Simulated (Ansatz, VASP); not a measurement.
Si: VASP beside Ansatz

```
Si
1.0
     0.00000    2.75097    2.75097
     2.75097    0.00000    2.75097
     2.75097    2.75097    0.00000
Si
2
Direct
  0.75000 0.75000 0.75000
  0.50000 0.50000 0.50000
```

Alike in both runs: functional RPBE; k mesh 10 × 10 × 10; occupations gaussian, width 0.02 eV; no spin polarisation.

Ansatz relaxed the structure, and its values are those at the end. VASP's run is a single point on that final structure, the one shown.

|  | VASP | Ansatz |
| --- | --- | --- |
| version | VASP 6.6.1 | Ansatz 0.2.0 |
| potentials or method | VASP PAW PBE potentials, release 64 (Si), cutoff 500 eV | scalar-relativistic, plane waves, PAW |
| valence electrons in the cell | 8 | 8 |

```tsv
	VASP	Ansatz	Ansatz less VASP
gap on the k mesh at the Fermi level (eV)	0.71	0.71	+0.001
least direct gap on the mesh (eV)	2.55	2.55	-0.002
pressure (GPa)	-0.2	0.0	+0.22
```

VASP's potentials were made for PBE, not for RPBE.
